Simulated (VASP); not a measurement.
Crystal: Ir.

```
Ir
1.0
     2.75138    0.00000    0.00000
    -1.37569    2.38276    0.00000
     0.00000    0.00000    4.46229
Ir
2
Cartesian
  0.0000 1.5885 1.1156
  1.3757 0.7943 3.3467
```

This isn't the form of Ir at room conditions, which is fcc.

Base run:

| Property | Result |
| --- | --- |
| Program | VASP 6.6.1 |
| Functional | r2SCAN |
| Potentials or basis | VASP PAW PBE potentials, release 64 (Ir_sv_GW) |
| Cutoff | 620 eV |
| k mesh | 11 × 11 × 6 |
| Occupations | fermi-dirac, width 0.05 eV |
| Spin | no spin polarisation |

Its results: band gap on the k mesh zero (bands 17 and 18 overlap by 3.18 eV); pressure -9.6 GPa.

Q: The run is repeated on the same cell with these changes: functional from r2SCAN to PBE-based screened hybrid with 25 % exact exchange; cutoff from 620 eV to 420 eV; k mesh from 11 × 11 × 6 to 6 × 6 × 3. What comes out?

A: Band gap on the k mesh zero (bands 17 and 18 overlap by 3.66 eV); pressure -15.2 GPa.

Several settings changed at once.

Caveats: some runs use coarse meshes; the PAW data sets were made with another functional, which shifts forces and pressure a little; spin-orbit coupling is left out, which moves the levels of the heavy elements; the cell stands under tension (at least some runs).
